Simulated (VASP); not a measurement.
TaN: single point with PBE

TaN:

```
Ta N
1.0
     5.91528    0.14088    0.04409
     0.14088    5.64780   -0.21983
     0.04409   -0.21983    5.51985
Ta N
8 8
Direct
  0.54635 0.25717 0.21095
  0.08546 0.23521 0.64402
  0.50910 0.88914 0.70636
  0.41845 0.78920 0.18666
  0.03125 0.50114 0.14084
  0.88391 0.92624 0.12626
  0.04822 0.76252 0.59440
  0.58802 0.32440 0.68484
  0.79594 0.25817 0.44714
  0.71958 0.71719 0.83121
  0.74343 0.79419 0.37742
  0.23190 0.85256 0.93678
  0.35488 0.43346 0.99656
  0.80692 0.28725 0.96996
  0.35522 0.09841 0.40254
  0.40850 0.62788 0.50730
```

```json
{"Program": "VASP 6.6.1", "Task": "single point", "Functional": "PBE", "Potentials or basis": "VASP PAW PBE potentials, release 64 (Ta_pv, N)", "Cutoff": "520 eV", "k mesh": "1 × 1 × 1, shifted", "Occupations": "fermi-dirac, width 0.3447 eV", "Spin": "no spin polarisation", "Dipole correction": "no", "Further INCAR settings": "LREAL = Auto; ALGO = Normal; EDIFF = 1e-06; NBANDS = 78; ISYM = 0"}
```

```json
{
 "Pressure": "39.4 GPa",
 "Largest force": "10.231 eV/Å",
 "Band gap on the k mesh": "0.13 eV"
}
```

Forces on the atoms (eV/Å):
```
Ta   0.081  4.844 -3.870
Ta  -0.016  0.948 -0.008
Ta  -4.259  3.403 -3.006
Ta   1.799 -2.666  3.391
Ta   0.030 -3.028  0.290
Ta   2.048  4.502 -3.485
Ta  -1.336 -1.279  0.724
Ta  -4.127  6.274  6.119
N    6.803 -0.860 -4.733
N    7.673 -4.248  5.268
N    1.599 -1.962  1.857
N   -4.811  1.644 -3.632
N   -1.811 -0.480 -0.125
N    2.416 -1.317 -1.861
N   -2.213 -1.408  3.868
N   -3.877 -4.367 -0.796
```

Stress tensor (GPa, compression positive):
```
 33.67   0.36   3.13
  0.36  44.64 -12.84
  3.13 -12.84  39.82
```

Levels at points of the mesh, in eV from the valence-band top:
| k point | band 61 | band 62 | band 63 | band 64 | band 65 | band 66 | band 67 | band 68 |
| --- | --- | --- | --- | --- | --- | --- | --- | --- |
| (0.25, 0.25, 0.25) | -0.99 | -0.73 | -0.18 | 0.00 | 0.13 | 0.58 | 0.84 | 0.99 |

It took 36 s on 1 thread of Intel(R) Xeon(R) 6975P-C (Granite Rapids) (shared host), peak memory 0.28 GiB.

Caveat: the k points lie up to 1.14 Å⁻¹ apart; spin-orbit coupling is left out, which moves the levels of the heavy elements.
